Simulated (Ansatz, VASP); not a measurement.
# One calculation of As, two programs

```
As
1.0
     1.45284   -2.51461    0.00000
     1.45284    2.51461    0.00000
     0.00000    0.00000    2.74801
As
1
Direct
  0.50000 0.50000 0.00000
```

Alike in both runs: functional PBE; k mesh 22 × 22 × 20; occupations gaussian, width 0.1 eV; no spin polarisation.

Ansatz relaxed the structure, and its values are those at the end. VASP's run is a single point on that final structure, the one shown.

```csv
,VASP,Ansatz
version,VASP 6.6.1,Ansatz 0.2.0
potentials or method,"VASP PAW PBE potentials, release 64 (As), cutoff 520 eV","scalar-relativistic, plane waves, PAW"
valence electrons in the cell,5,15
```

Ansatz gave:

| Property | Result |
| --- | --- |
| gap on the k mesh at the Fermi level (eV) | none |
| pressure (GPa) | 0.0 |

Task: What did VASP give for the same quantities?

Result: gap on the k mesh at the Fermi level (eV): none; pressure (GPa): 0.1.

A gap of «none» marks a metal or a gap that the smearing closes. VASP's potentials hold 5 valence electrons a cell and Ansatz's 15, so a difference there can come from the potentials and not from the codes.
